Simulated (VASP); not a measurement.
Write the native input for VASP 6.6.1 that does the following.

| Property | Result |
| --- | --- |
| Task | single point |
| Functional | PBEsol |
| Potentials or basis | VASP PAW PBE potentials, release 64 (Cd, Se) |
| Cutoff | 520 eV |
| k mesh | 6 × 6 × 6 |
| Occupations | gaussian, width 0.05 eV |
| Spin | no spin polarisation |
| Dipole correction | no |
| Further INCAR settings | ALGO = Normal; EDIFF = 1e-06; NBANDS = 16 |

The structure of CdSe lies in POSCAR:

```
CdSe
1.0
   -0.0076756775      3.0702710000      3.0702710000
    3.0702710000     -0.0076756775      3.0702710000
    3.0625953225      3.0625953225      0.0000000000
Cd Se
1 1
Direct
    0.0000000000      0.0000000000      0.0000000000
    0.7500000000      0.7500000000      0.7500000000
```

The input as run:

INCAR

```
ALGO     = Normal         # electronic algorithm
EDIFF    = 1E-6           # SCF threshold, eV
ENCUT    = 520            # plane-wave cutoff, eV
GGA      = PS             # functional
ISIF     = 2              # what is computed and relaxed
ISMEAR   = 0              # smearing method
LASPH    = T              # aspherical terms in the spheres
LCHARG   = F              # write CHGCAR
LREAL    = F              # projectors in reciprocal space
LWAVE    = F              # write WAVECAR
NBANDS   = 16             # bands
NELM     = 60             # most SCF steps
PREC     = Accurate       # precision mode
SIGMA    = 0.05           # smearing width, eV
```

KPOINTS

```
k-points
0
Gamma
  6 6 6
```

Potentials or basis: VASP PAW PBE potentials, release 64 (Cd, Se).

Launch:

```bash
$ cat potpaw_PBE.64/Cd/POTCAR potpaw_PBE.64/Se/POTCAR > POTCAR
$ mpirun -np 1 vasp_std > vasp.out
```

It gave:

| Quantity | Value |
| --- | --- |
| Pressure | -1.1 GPa |
| Largest force | 0.027 eV/Å |
| Band gap on the k mesh | 0.42 eV, direct |

Caveat: the PAW data sets were made with another functional, which shifts forces and pressure a little.

Wall time 60 s on 1 thread of AMD EPYC 7R13, on a shared host, peak memory 0.17 GiB.
